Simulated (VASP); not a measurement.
# InP (I4mm) in VASP: notebook

Runs on InP. Level: PBEsol. Tasks: single point.

All numbers are computed with VASP 6.6.1; they aren't measurements. Logs are shortened: lines on timing, memory, paths and dates and some standing lists are left out, and cuts for length are marked.

**1. The cell of the first run**

The structure is tetragonal, space group I4mm (No. 107). The conventional cell has a = 4.038 Å, b = 4.038 Å, c = 5.710 Å, α = 90.00°, β = 90.00°, γ = 90.00°. In (site symmetry 4mm) has 5 P at 2.35 to 2.90 Å within 3.1 Å. Within 3.1 Å of P (site symmetry 4mm) lie 5 In at 2.35 to 2.90 Å.

**2. Single point, PBEsol**

Input file INCAR:

```
PREC = Accurate
ENCUT = 520
EDIFF = 1E-7
ISMEAR = 0
SIGMA = 0.15
LREAL = False
LASPH = True
NELM = 100
ALGO = Normal
ISIF = 2
LWAVE = False
LCHARG = False
GGA = PS
NBANDS = 16
```

Input file KPOINTS:

```
regular mesh
0
Gamma
  14 14 14
```

Input file POSCAR:

```
InP
1.0
    0.0000000000      2.8550000000      2.8550000000
    2.8550000000      0.0000000000      2.8550000000
    2.8550000000      2.8550000000      0.0000000000
In P
1 1
Direct
    0.0000000000      0.0000000000      0.0000000000
    0.5875656743      0.5875656743      0.4124343257
```

Potentials or basis: VASP PAW PBE potentials, release 64 (In_d, P).

Started as:

```sh
$ cat potpaw_PBE.64/In_d/POTCAR potpaw_PBE.64/P/POTCAR > POTCAR
$ mpirun -np 1 vasp_std > vasp.out
```

OUTCAR:

```text
PREC = Accurate
   ENCUT = 520
   EDIFF = 1E-7
   ISMEAR = 0
   LREAL = False
   LASPH = True
   NELM = 100
   ISIF = 2
   GGA = PS

 ion  position               nearest neighbor table
   1  0.000  0.000  0.000-   2 2.35   2 2.90   2 2.90   2 2.90   2 2.90   2 3.36
   2  0.588  0.588  0.412-   1 2.35   1 2.90   1 2.90   1 2.90   1 2.90   1 3.36

  LATTYP: Found a face centered cubic cell.
 ALAT       =     5.7100000000

  Lattice vectors:

 A1 = (   0.0000000000,   2.8550000000,   2.8550000000)
 A2 = (   2.8550000000,   0.0000000000,   2.8550000000)
 A3 = (   2.8550000000,   2.8550000000,   0.0000000000)

Analysis of symmetry for initial positions (statically):
=====================================================================
 Subroutine PRICEL returns:
 Original cell was already a primitive cell.

 Routine SETGRP: Setting up the symmetry group for a
 face centered cubic supercell.

 Subroutine GETGRP returns: Found  8 space group operations
 (whereof  8 operations were pure point group operations)
 out of a pool of 48 trial point group operations.

The static configuration has the point symmetry C_4v.

Analysis of symmetry for dynamics (positions and initial velocities):
=====================================================================
 Subroutine PRICEL returns:
 Original cell was already a primitive cell.

 Routine SETGRP: Setting up the symmetry group for a
 face centered cubic supercell.

 Subroutine GETGRP returns: Found  8 space group operations
 (whereof  8 operations were pure point group operations)
 out of a pool of 48 trial point group operations.

The dynamic configuration has the point symmetry C_4v.

 Subroutine INISYM returns: Found  8 space group operations
 (whereof  8 operations are pure point group operations),
 and found     1 'primitive' translations

----------------------------------------------------------------------------------------

                                     Primitive cell

  volume of cell :      46.5424

  direct lattice vectors                    reciprocal lattice vectors
     0.000000000  2.855000000  2.855000000    -0.175131349  0.175131349  0.175131349
     2.855000000  0.000000000  2.855000000     0.175131349 -0.175131349  0.175131349
     2.855000000  2.855000000  0.000000000     0.175131349  0.175131349 -0.175131349

  length of vectors
     4.037579721  4.037579721  4.037579721     0.303336394  0.303336394  0.303336394

  position of ions in fractional coordinates (direct lattice)
     0.000000000  0.000000000  0.000000000
     0.587565674  0.587565674  0.412434326

  ion indices of the primitive-cell ions
   primitive index   ion index
                 1           1
                 2           2

----------------------------------------------------------------------------------------

 KPOINTS: regular mesh

Automatic generation of k-mesh.
 Grid dimensions read from file:
 generate k-points for:   14   14   14

 Generating k-lattice:

  Cartesian coordinates                     Fractional coordinates (reciprocal lattice)
    -0.012509382  0.012509382  0.012509382     0.071428571  0.000000000  0.000000000
     0.012509382 -0.012509382  0.012509382     0.000000000  0.071428571  0.000000000
     0.012509382  0.012509382 -0.012509382     0.000000000  0.000000000  0.071428571

  Length of vectors
     0.021666885  0.021666885  0.021666885

  Shift w.r.t. Gamma in fractional coordinates (k-lattice)
     0.000000000  0.000000000  0.000000000

 Subroutine IBZKPT returns following result:
 ===========================================

 Found    244 irreducible k-points:

 Following reciprocal coordinates:
            Coordinates               Weight
  0.000000  0.000000  0.000000      1.000000
  0.071429  0.000000  0.000000      8.000000
  0.142857  0.000000  0.000000      8.000000
  0.214286  0.000000  0.000000      8.000000
  0.285714  0.000000  0.000000      8.000000
  0.357143  0.000000  0.000000      8.000000
[... 16 lines left out ...]
 -0.428571  0.071429  0.000000      8.000000
  0.000000 -0.428571  0.071429     16.000000
 [... further k-points ...]
   k-points           NKPTS =    244   k-points in BZ     NKDIM =    244   number of bands    NBANDS=     16
   number of dos      NEDOS =    301   number of ions     NIONS =      2
   total plane-waves  NPLWV =  27000
   dimension x,y,z NGX =    30 NGY =   30 NGZ =   30
   dimension x,y,z NGXF=    60 NGYF=   60 NGZF=   60
   ions per type =               1   1
   NGX,Y,Z   is equivalent  to a cutoff of  12.35, 12.35, 12.35 a.u.
   NGXF,Y,Z  is equivalent  to a cutoff of  24.70, 24.70, 24.70 a.u.
 SYSTEM =  unknown system
   PREC   = accura    normal or accurate (medium, high low for compatibility)
   ISTART =      0    job   : 0-new  1-cont  2-samecut
   ICHARG =      2    charge: 1-file 2-atom 10-const
   ISPIN  =      1    spin polarized calculation?
   LNONCOLLINEAR =      F non collinear calculations
   LSORBIT =      F    spin-orbit coupling
   LASPH  =      T    aspherical Exc in radial PAW
   ENCUT  =  520.0 eV  38.22 Ry    6.18 a.u.   7.51  7.51  7.51*2*pi/ulx,y,z
   NELM   =    100;   NELMIN=  2; NELMDL= -5     # of ELM steps
   EDIFF  = 0.1E-06   stopping-criterion for ELM
   LREAL  =      F    real-space projection
   EDIFFG = 0.1E-05   stopping-criterion for IOM
   NSW    =      0    number of steps for IOM
   IBRION =     -1    ionic relax: 0-MD 1-quasi-New 2-CG
   NFREE  =      0    steps in history (QN), initial steepest desc. (CG)
   ISIF   =      2    stress and relaxation
   ISYM   =      2    0-nonsym 1-usesym 2-fastsym
   POTIM  = 0.5000    time-step for ionic-motion
   TEBEG  =    0.0;   TEEND  =   0.0 temperature during run
   PSTRESS=    0.0 pullay stress
   NELECT =      18.0000    total number of electrons
   NUPDOWN=      -1.0000    fix difference up-down
   EMIN   =  10.00;   EMAX   =-10.00  energy-range for DOS
   EFERMI =   0.00;   METHOD = LEGACY
   ISMEAR =     0;   SIGMA  =   0.15  broadening in eV -4-tet -1-fermi 0-gaus
   EFERMI_NEDOS =   21; number of points for ismear=-14 and -15
   IALGO  =     38    algorithm
   IMIX   =      4    mixing-type and parameters
     AMIX     =   0.40;   BMIX     =  1.00
     AMIX_MAG =   1.60;   BMIX_MAG =  1.00
  volume/ion in A,a.u.               =      23.27       157.04
  Fermi-wavevector in a.u.,A,eV,Ry     =   1.192750  2.253971 19.356375  1.422653
  Thomas-Fermi vector in A             =   2.328781
   LORBIT       =      0    0 simple, 1 ext, 2 COOP (PROOUT), +10 PAW based schemes
   GGA     = PS    functional components
   LHFCALC =     F    Hartree Fock is set to
   AEXX    =    0.0000 exact exchange contribution
   IVDW    =     0    specifies the selected vdW correction
   LEPSILON=     F    determine dielectric tensor
   LRPA    =     F    only Hartree local field effects (RPA)
 non-spin polarized calculation
 Gauss-broadening in eV      SIGMA  =   0.15
  energy-cutoff  :      520.00
  volume of cell :       46.54
 maximum number of plane-waves:      1275
   NGX = 15   NGY = 15   NGZ = 15

 number of electron      17.9999993 magnetization

 Free energy of the ion-electron system (eV)
  ---------------------------------------------------
  ext. energy  EPLUGINS =         0.00000000
  ---------------------------------------------------
  free energy    TOTEN  =        -8.34530274 eV

  energy without entropy =       -8.33124507  energy(sigma->0) =       -8.33827391

 E-fermi :   5.8000     XC(G=0): -10.0880

 val. band max:        5.7970742480   @ k =  -0.4286   0.4286   0.0714
 cond. band min:       5.8140473418   @ k =   0.0000   0.4286   0.2857
 fundamental gap:      0.0169730938
 Fermi energy:         5.7999822195

 k-point     1 :       0.0000    0.0000    0.0000
  band No.  band energies     occupation
      1      -8.4628      2.00000
      2      -8.2948      2.00000
      3      -8.2948      2.00000
      4      -8.2498      2.00000
      5      -8.2440      2.00000
      6      -5.6362      2.00000
[... 8 lines left out ...]
     15      14.9686      0.00000
     16      14.9686      0.00000

 k-point     2 :       0.0714    0.0000    0.0000
  band No.  band energies     occupation
      1      -8.4654      2.00000
      2      -8.2937      2.00000
      3      -8.2926      2.00000
      4      -8.2504      2.00000
      5      -8.2426      2.00000
      6      -5.5777      2.00000
[... 8 lines left out ...]
     15      14.3675      0.00000
     16      14.6265      0.00000

 k-point     3 :       0.1429    0.0000    0.0000
  band No.  band energies     occupation
      1      -8.4728      2.00000
      2      -8.2909      2.00000
      3      -8.2883      2.00000
      4      -8.2506      2.00000
      5      -8.2384      2.00000
      6      -5.4049      2.00000
[... 8 lines left out ...]
     15      14.0241      0.00000
     16      14.3176      0.00000

 k-point     4 :       0.2143    0.0000    0.0000
  band No.  band energies     occupation
      1      -8.4836      2.00000
      2      -8.2877      2.00000
      3      -8.2875      2.00000
      4      -8.2453      2.00000
      5      -8.2315      2.00000
      6      -5.1260      2.00000
[... 8 lines left out ...]
     15      14.2182      0.00000
     16      14.3619      0.00000

 k-point     5 :       0.2857    0.0000    0.0000
  band No.  band energies     occupation
      1      -8.4956      2.00000
      2      -8.2921      2.00000
      3      -8.2855      2.00000
      4      -8.2338      2.00000
      5      -8.2225      2.00000
      6      -4.7604      2.00000
[... 8 lines left out ...]
     15      14.8126      0.00000
     16      14.8508      0.00000

 k-point     6 :       0.3571    0.0000    0.0000
  band No.  band energies     occupation
      1      -8.5065      2.00000
      2      -8.2984      2.00000
      3      -8.2847      2.00000
      4      -8.2212      2.00000
      5      -8.2132      2.00000
      6      -4.3496      2.00000
[... 8 lines left out ...]
     15      15.6448      0.00000
     16      15.6546      0.00000

 k-point     7 :       0.4286    0.0000    0.0000
  band No.  band energies     occupation
      1      -8.5139      2.00000
      2      -8.3033      2.00000
      3      -8.2847      2.00000
      4      -8.2120      2.00000
      5      -8.2063      2.00000
      6      -3.9842      2.00000
[... 8 lines left out ...]
     15      16.5550      0.00000
     16      16.6069      0.00000

 k-point     8 :       0.5000    0.0000    0.0000
  band No.  band energies     occupation
      1      -8.5166      2.00000
      2      -8.3051      2.00000
      3      -8.2848      2.00000
      4      -8.2086      2.00000
      5      -8.2037      2.00000
      6      -3.8260      2.00000
[... 8 lines left out ...]
     15      17.1104      0.00000
     16      17.2066      0.00000

 k-point     9 :       0.0714    0.0714    0.0000
  band No.  band energies     occupation
      1      -8.4683      2.00000
      2      -8.2903      2.00000
      3      -8.2903      2.00000
      4      -8.2479      2.00000
      5      -8.2460      2.00000
      6      -5.5589      2.00000
[... 8 lines left out ...]
     15      15.2303      0.00000
     16      15.2303      0.00000
[... 172 lines left out ...]
 k-point    19 :       0.4286    0.0714    0.0000
  band No.  band energies     occupation
      1      -8.5214      2.00000
      2      -8.2965      2.00000
      3      -8.2798      2.00000
      4      -8.2139      2.00000
      5      -8.2106      2.00000
      6      -4.0383      2.00000
[... 8 lines left out ...]
     15      16.2618      0.00000
     16      16.8727      0.00000

 k-point    20 :       0.0000    0.4286    0.0714
  band No.  band energies     occupation
      1      -8.5130      2.00000
      2      -8.3036      2.00000
      3      -8.2841      2.00000
      4      -8.2199      2.00000
      5      -8.2051      2.00000
      6      -4.0449      2.00000
[... 8 lines left out ...]
     15      16.4194      0.00000
     16      16.8260      0.00000

 k-point    21 :       0.5000    0.0714    0.0000
  band No.  band energies     occupation
      1      -8.5244      2.00000
      2      -8.3004      2.00000
      3      -8.2811      2.00000
      4      -8.2082      2.00000
      5      -8.2076      2.00000
      6      -3.7928      2.00000
[... 8 lines left out ...]
     15      16.9982      0.00000
     16      17.2362      0.00000

 k-point    22 :       0.0000    0.5000    0.0714
  band No.  band energies     occupation
      1      -8.5178      2.00000
      2      -8.3060      2.00000
      3      -8.2829      2.00000
      4      -8.2135      2.00000
      5      -8.2025      2.00000
      6      -3.8004      2.00000
[... 8 lines left out ...]
     15      17.0382      0.00000
     16      17.3846      0.00000

 k-point    23 :      -0.4286    0.0714    0.0000
  band No.  band energies     occupation
      1      -8.5216      2.00000
      2      -8.3009      2.00000
      3      -8.2824      2.00000
      4      -8.2127      2.00000
      5      -8.2059      2.00000
      6      -3.8488      2.00000
[... 8 lines left out ...]
     15      16.4430      0.00000
     16      17.4422      0.00000

 k-point    24 :       0.0000   -0.4286    0.0714
  band No.  band energies     occupation
      1      -8.5176      2.00000
      2      -8.3048      2.00000
      3      -8.2821      2.00000
      4      -8.2128      2.00000
      5      -8.2049      2.00000
      6      -3.8542      2.00000
[... 8 lines left out ...]
     15      16.4206      0.00000
     16      17.5200      0.00000

 [... further k-points ...]

------------------------ aborting loop because EDIFF is reached ----------------------------------------

  FORCE on cell =-STRESS in cart. coord.  units (eV):
  Direction    XX          YY          ZZ          XY          YZ          ZX
  --------------------------------------------------------------------------------------
  -------------------------------------------------------------------------------------
  Total       -2.7962926     -2.7962926      3.6693698      0.0000000      0.0000000      0.0000000
  in kB      -96.2597808    -96.2597808    126.3146518      0.0000000      0.0000000      0.0000000
  external PRESSURE =     -22.0683033 kB  Pullay stress =       0.0000000 kB

 VOLUME and BASIS-vectors are now :
 -----------------------------------------------------------------------------
  energy-cutoff  :      520.00
  volume of cell :       46.54
      direct lattice vectors                 reciprocal lattice vectors
     0.000000000  2.855000000  2.855000000    -0.175131349  0.175131349  0.175131349
     2.855000000  0.000000000  2.855000000     0.175131349 -0.175131349  0.175131349
     2.855000000  2.855000000  0.000000000     0.175131349  0.175131349 -0.175131349

 POSITION                                       TOTAL-FORCE (eV/Angst)
 -----------------------------------------------------------------------------------
      0.00000      0.00000      0.00000         0.000000      0.000000      1.991346
      2.85500      2.85500      3.35500         0.000000      0.000000     -1.991346
 -----------------------------------------------------------------------------------
    total drift:                                0.000000      0.000000     -0.000098

  FREE ENERGIE OF THE ION-ELECTRON SYSTEM (eV)
  ---------------------------------------------------
  free  energy   TOTEN  =        -8.3453027443 eV

  energy  without entropy=       -8.3312450674  energy(sigma->0) =       -8.33827391
```

It took 91 s on 1 thread of AMD EPYC 9R45 (Zen 5), shared host; peak memory 0.27 GiB.

Results:

* Free energy: -8.3453 eV
* Pressure: -2.2 GPa
* Largest force: 1.991 eV/Å
* Band gap on the k mesh: zero (bands 9 and 10 overlap by 2.00 eV)

Forces in eV/Å, atoms in the order of the input:
```
In   0.000  0.000  1.991
P    0.000  0.000 -1.991
```

Caveat: the cell differs from its parent crystal (all P atoms moved -0.500 Å, as atom 2 towards its neighbour atom 1 (In) at 2.855 Å); the stress differs along the axes, from -10 to 13 GPa; the PAW data sets were made with another functional, which shifts forces and pressure a little; spin-orbit coupling is left out, which moves the levels of the heavy elements.

[end of part 1 of 2]
